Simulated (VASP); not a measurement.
# ZnSe (CsCl type) (Pm-3m) in VASP: further runs, part 2 of 2

VASP 6.6.1.

### Step 4. Single point, PBE

This run uses another cell than the first one, of 18.85 Å³/atom.

Contents of INCAR:

```
SYSTEM = ZnSe
PREC = Accurate
ENCUT = 520
EDIFF = 1E-6
ISMEAR = -1
SIGMA = 0.08
LREAL = .FALSE.
LASPH = .TRUE.
NELM = 100
ALGO = Normal
ISIF = 2
LWAVE = .FALSE.
LCHARG = .FALSE.
GGA = PE
NBANDS = 16
```

Contents of KPOINTS:

```
Automatic mesh
0
G
  15 15 15
  0 0 0
```

Contents of POSCAR:

```
ZnSe
1.0
    3.3533101730      0.0000000000      0.0000000000
    0.0000000000      3.3533101730      0.0000000000
    0.0000000000      0.0000000000      3.3533101730
Zn Se
1 1
Direct
    0.0000000000      0.0000000000      0.0000000000
    0.5000000000      0.5000000000      0.5000000000
```

Potentials or basis: VASP PAW PBE potentials, release 64 (Zn, Se).

Run with:

```bash
> cat potpaw_PBE.64/Zn/POTCAR potpaw_PBE.64/Se/POTCAR > POTCAR
> mpirun -np 1 vasp_std > vasp.out
```

OUTCAR:

```text
SYSTEM = ZnSe
   PREC = Accurate
   ENCUT = 520
   EDIFF = 1E-6
   ISMEAR = -1
   LREAL = .FALSE.
   LASPH = .TRUE.
   NELM = 100
   ISIF = 2
   GGA = PE

 ion  position               nearest neighbor table
   1  0.000  0.000  0.000-   2 2.90   2 2.90   2 2.90   2 2.90   2 2.90   2 2.90   2 2.90   2 2.90

   2  0.500  0.500  0.500-   1 2.90   1 2.90   1 2.90   1 2.90   1 2.90   1 2.90   1 2.90   1 2.90

  LATTYP: Found a simple cubic cell.
 ALAT       =     3.3533101730

  Lattice vectors:

 A1 = (   3.3533101730,   0.0000000000,   0.0000000000)
 A2 = (   0.0000000000,   3.3533101730,   0.0000000000)
 A3 = (   0.0000000000,   0.0000000000,   3.3533101730)

Analysis of symmetry for initial positions (statically):
=====================================================================
 Subroutine PRICEL returns:
 Original cell was already a primitive cell.

 Routine SETGRP: Setting up the symmetry group for a
 simple cubic supercell.

 Subroutine GETGRP returns: Found 48 space group operations
 (whereof 48 operations were pure point group operations)
 out of a pool of 48 trial point group operations.

The static configuration has the point symmetry O_h .

Analysis of symmetry for dynamics (positions and initial velocities):
=====================================================================
 Subroutine PRICEL returns:
 Original cell was already a primitive cell.

 Routine SETGRP: Setting up the symmetry group for a
 simple cubic supercell.

 Subroutine GETGRP returns: Found 48 space group operations
 (whereof 48 operations were pure point group operations)
 out of a pool of 48 trial point group operations.

The dynamic configuration has the point symmetry O_h .

 Subroutine INISYM returns: Found 48 space group operations
 (whereof 48 operations are pure point group operations),
 and found     1 'primitive' translations

----------------------------------------------------------------------------------------

                                     Primitive cell

  volume of cell :      37.7069

  direct lattice vectors                    reciprocal lattice vectors
     3.353310173  0.000000000  0.000000000     0.298212795  0.000000000  0.000000000
     0.000000000  3.353310173  0.000000000     0.000000000  0.298212795  0.000000000
     0.000000000  0.000000000  3.353310173     0.000000000  0.000000000  0.298212795

  length of vectors
     3.353310173  3.353310173  3.353310173     0.298212795  0.298212795  0.298212795

  position of ions in fractional coordinates (direct lattice)
     0.000000000  0.000000000  0.000000000
     0.500000000  0.500000000  0.500000000

  ion indices of the primitive-cell ions
   primitive index   ion index
                 1           1
                 2           2

----------------------------------------------------------------------------------------

 KPOINTS: Automatic mesh

Automatic generation of k-mesh.
 Grid dimensions read from file:
 generate k-points for:   15   15   15

 Generating k-lattice:

  Cartesian coordinates                     Fractional coordinates (reciprocal lattice)
     0.019880853  0.000000000  0.000000000     0.066666667  0.000000000  0.000000000
     0.000000000  0.019880853  0.000000000     0.000000000  0.066666667  0.000000000
     0.000000000  0.000000000  0.019880853     0.000000000  0.000000000  0.066666667

  Length of vectors
     0.019880853  0.019880853  0.019880853

  Shift w.r.t. Gamma in fractional coordinates (k-lattice)
     0.000000000  0.000000000  0.000000000

 Subroutine IBZKPT returns following result:
 ===========================================

 Found    120 irreducible k-points:

 Following reciprocal coordinates:
            Coordinates               Weight
  0.000000  0.000000  0.000000      1.000000
  0.066667  0.000000  0.000000      6.000000
  0.133333  0.000000  0.000000      6.000000
  0.200000  0.000000  0.000000      6.000000
  0.266667  0.000000  0.000000      6.000000
  0.333333  0.000000  0.000000      6.000000
[... 16 lines left out ...]
  0.266667  0.200000  0.000000     24.000000
  0.333333  0.200000  0.000000     24.000000
 [... further k-points ...]
   k-points           NKPTS =    120   k-points in BZ     NKDIM =    120   number of bands    NBANDS=     16
   number of dos      NEDOS =    301   number of ions     NIONS =      2
   total plane-waves  NPLWV =  21952
   dimension x,y,z NGX =    28 NGY =   28 NGZ =   28
   dimension x,y,z NGXF=    56 NGYF=   56 NGZF=   56
   ions per type =               1   1
   NGX,Y,Z   is equivalent  to a cutoff of  13.88, 13.88, 13.88 a.u.
   NGXF,Y,Z  is equivalent  to a cutoff of  27.76, 27.76, 27.76 a.u.
 SYSTEM =  ZnSe
   PREC   = accura    normal or accurate (medium, high low for compatibility)
   ISTART =      0    job   : 0-new  1-cont  2-samecut
   ICHARG =      2    charge: 1-file 2-atom 10-const
   ISPIN  =      1    spin polarized calculation?
   LNONCOLLINEAR =      F non collinear calculations
   LSORBIT =      F    spin-orbit coupling
   LASPH  =      T    aspherical Exc in radial PAW
   ENCUT  =  520.0 eV  38.22 Ry    6.18 a.u.   6.23  6.23  6.23*2*pi/ulx,y,z
   NELM   =    100;   NELMIN=  2; NELMDL= -5     # of ELM steps
   EDIFF  = 0.1E-05   stopping-criterion for ELM
   LREAL  =      F    real-space projection
   EDIFFG = 0.1E-04   stopping-criterion for IOM
   NSW    =      0    number of steps for IOM
   IBRION =     -1    ionic relax: 0-MD 1-quasi-New 2-CG
   NFREE  =      0    steps in history (QN), initial steepest desc. (CG)
   ISIF   =      2    stress and relaxation
   ISYM   =      2    0-nonsym 1-usesym 2-fastsym
   POTIM  = 0.5000    time-step for ionic-motion
   TEBEG  =    0.0;   TEEND  =   0.0 temperature during run
   PSTRESS=    0.0 pullay stress
   NELECT =      18.0000    total number of electrons
   NUPDOWN=      -1.0000    fix difference up-down
   EMIN   =  10.00;   EMAX   =-10.00  energy-range for DOS
   EFERMI =   0.00;   METHOD = LEGACY
   ISMEAR =    -1;   SIGMA  =   0.08  broadening in eV -4-tet -1-fermi 0-gaus
   EFERMI_NEDOS =   21; number of points for ismear=-14 and -15
   IALGO  =     38    algorithm
   IMIX   =      4    mixing-type and parameters
     AMIX     =   0.40;   BMIX     =  1.00
     AMIX_MAG =   1.60;   BMIX_MAG =  1.00
  volume/ion in A,a.u.               =      18.85       127.23
  Fermi-wavevector in a.u.,A,eV,Ry     =   1.279456  2.417821 22.272833  1.637007
  Thomas-Fermi vector in A             =   2.411940
   LORBIT       =      0    0 simple, 1 ext, 2 COOP (PROOUT), +10 PAW based schemes
   GGA     = PE    functional components
   LHFCALC =     F    Hartree Fock is set to
   AEXX    =    0.0000 exact exchange contribution
   IVDW    =     0    specifies the selected vdW correction
   LEPSILON=     F    determine dielectric tensor
   LRPA    =     F    only Hartree local field effects (RPA)
 non-spin polarized calculation
  energy-cutoff  :      520.00
  volume of cell :       37.71
 maximum number of plane-waves:      1028
 NGX is ok and might be reduce to    28
   NGX = 13   NGY = 13   NGZ = 13

 number of electron      17.9999987 magnetization

 Free energy of the ion-electron system (eV)
  ---------------------------------------------------
  ext. energy  EPLUGINS =         0.00000000
  ---------------------------------------------------
  free energy    TOTEN  =        -4.36106870 eV

  energy without entropy =       -4.33218097  energy(sigma->0) =       -4.34662483

 E-fermi :   3.8355     XC(G=0): -10.6790

 val. band max:        3.8328895183   @ k =   0.4667   0.4667   0.4000
 cond. band min:       3.8382402679   @ k =   0.4667   0.0667   0.0667
 fundamental gap:      0.0053507496
 Fermi energy:         3.8355109274

 k-point     1 :       0.0000    0.0000    0.0000
  band No.  band energies     occupation
      1     -10.5841      2.00000
      2      -3.1933      2.00000
      3      -3.1933      2.00000
      4      -2.9113      2.00000
      5      -2.9113      2.00000
      6      -2.9113      2.00000
[... 8 lines left out ...]
     15      14.8512      0.00000
     16      19.2814      0.00000
[... 419 lines left out ...]
 k-point    24 :       0.3333    0.2000    0.0000
  band No.  band energies     occupation
      1      -9.4940      2.00000
      2      -3.2678      2.00000
      3      -3.0956      2.00000
      4      -3.0291      2.00000
      5      -3.0206      2.00000
      6      -2.9403      2.00000
[... 8 lines left out ...]
     15      16.6108      0.00000
     16      17.0928      0.00000

 [... further k-points ...]

------------------------ aborting loop because EDIFF is reached ----------------------------------------

  FORCE on cell =-STRESS in cart. coord.  units (eV):
  Direction    XX          YY          ZZ          XY          YZ          ZX
  --------------------------------------------------------------------------------------
  -------------------------------------------------------------------------------------
  Total        0.0321562      0.0321562      0.0321562      0.0000000     -0.0000000      0.0000000
  in kB        1.3663253      1.3663253      1.3663253      0.0000000     -0.0000000      0.0000000
  external PRESSURE =       1.3663253 kB  Pullay stress =       0.0000000 kB

 VOLUME and BASIS-vectors are now :
 -----------------------------------------------------------------------------
  energy-cutoff  :      520.00
  volume of cell :       37.71
      direct lattice vectors                 reciprocal lattice vectors
     3.353310173  0.000000000  0.000000000     0.298212795  0.000000000  0.000000000
     0.000000000  3.353310173  0.000000000     0.000000000  0.298212795  0.000000000
     0.000000000  0.000000000  3.353310173     0.000000000  0.000000000  0.298212795

 POSITION                                       TOTAL-FORCE (eV/Angst)
 -----------------------------------------------------------------------------------
      0.00000      0.00000      0.00000         0.000000      0.000000      0.000000
      1.67666      1.67666      1.67666         0.000000      0.000000      0.000000
 -----------------------------------------------------------------------------------
    total drift:                               -0.000000      0.000000     -0.000000

  FREE ENERGIE OF THE ION-ELECTRON SYSTEM (eV)
  ---------------------------------------------------
  free  energy   TOTEN  =        -4.3610687015 eV

  energy  without entropy=       -4.3321809664  energy(sigma->0) =       -4.34662483
```

It took 100 s on 1 thread of Intel Xeon 8259CL, shared host; peak memory 0.21 GiB.

Results:

| Quantity | Value |
| --- | --- |
| Free energy | -4.3611 eV |
| Pressure | 0.1 GPa |
| Band gap on the k mesh | zero (bands 9 and 10 overlap by 1.59 eV) |

### Step 5. Relaxation of cell and atoms, PBE

This run uses another cell than the first one, of 11.94 Å³/atom.

Contents of INCAR:

```
SYSTEM = ZnSe
ALGO = Normal
EDIFF = 1E-7
EDIFFG = -0.005
ENCUT = 600
GGA = PE
IBRION = 2
ISIF = 3
ISMEAR = -1
LASPH = .TRUE.
LCHARG = .FALSE.
LREAL = .FALSE.
LWAVE = .FALSE.
NELM = 80
NSW = 60
PREC = Accurate
SIGMA = 0.08
```

Contents of KPOINTS:

```
k-points
0
G
  15 15 15
  0 0 0
```

Contents of POSCAR:

```
ZnSe
1.0
    2.8798249876      0.0000000000      0.0000000000
    0.0000000000      2.8798249876      0.0000000000
    0.0000000000      0.0000000000      2.8798249876
Zn Se
1 1
Direct
    0.0000000000      0.0000000000      0.0000000000
    0.5000000000      0.5000000000      0.5000000000
```

Run with:

```bash
> cat potpaw_PBE.64/Zn/POTCAR potpaw_PBE.64/Se/POTCAR > POTCAR
> mpirun -np 1 vasp_std > vasp.out
```

Run time: 3.2 min. Hardware: 1 thread of Intel Xeon 8259CL, shared host; peak memory 0.18 GiB.

The run converged. Its results:

| Item | Value |
| --- | --- |
| Free energy | -4.3572 eV |
| Relaxed volume | 18.86 Å³/atom |
| Relaxed cell | a = 3.354 Å, b = 3.354 Å, c = 3.354 Å, α = 90.00°, β = 90.00°, γ = 90.00° |
| Space group after relaxing (to 0.1 Å) | Pm-3m (No. 221) |
| Energy gained by relaxing | 1181.9 meV/atom |
| Ionic steps | 5 |
| Pressure after relaxing | 0.0 GPa |
| Band gap on the k mesh | zero (bands 9 and 10 overlap by 1.59 eV) |

The path:
```tsv
step	energy change (eV)	largest force (eV/Å)	pressure (GPa)	volume (Å³)
1	0.0000	0.0000	83.69	23.88
2	-1.7374	0.0000	-9.67	52.59
3	-2.3634	0.0000	0.44	37.44
4	-2.3637	0.0000	-0.26	37.87
5	-2.3638	0.0000	-0.01	37.72
```

Final structure:
```
CELL_PARAMETERS angstrom
3.35363 0.00000 0.00000
0.00000 3.35363 0.00000
0.00000 0.00000 3.35363
ATOMIC_POSITIONS crystal
Zn 0.00000 0.00000 0.00000
Se 0.50000 0.50000 0.50000
```

Levels at points of the mesh, in eV from the Fermi level:
```csv
k point,band 7,band 8,band 9,band 10,band 11,band 12
"(0.00, 0.00, 0.00)",-1.28,-1.13,-1.13,-1.13,5.86,5.86
```

Caveat: the volume moved by over 15 % at a fixed basis, so the end points are rough.

### Step 6. The runs side by side

| task | cell | cutoff (eV) | gap on the mesh (eV) | pressure (GPa) |
| --- | --- | --- | --- | --- |
| single point | a = 3.213 Å, 2 atoms | 520 | none | 11.1 |
| single point | a = 3.285 Å, 2 atoms | 520 | none | 4.7 |
| single point | a = 3.353 Å, 2 atoms | 520 | none | 0.1 |
| relaxation of cell and atoms | relaxed from a = 2.880 Å, 2 atoms | 600 | none | 0.0 |

Alike in all rows: level PBE; potentials or basis VASP PAW PBE potentials, release 64 (Zn, Se); no spin polarisation; k mesh 15 × 15 × 15; smearing fermi-dirac 0.08 eV.

Caveats: the cell stands under pressure (at least some runs); the volume moved by over 15 % at a fixed basis, so the end points are rough (at least some runs).

Absolute energies hang on the potentials; compare differences alone.

The gap in the log of VASP goes by the Fermi energy; the results here count the filled bands.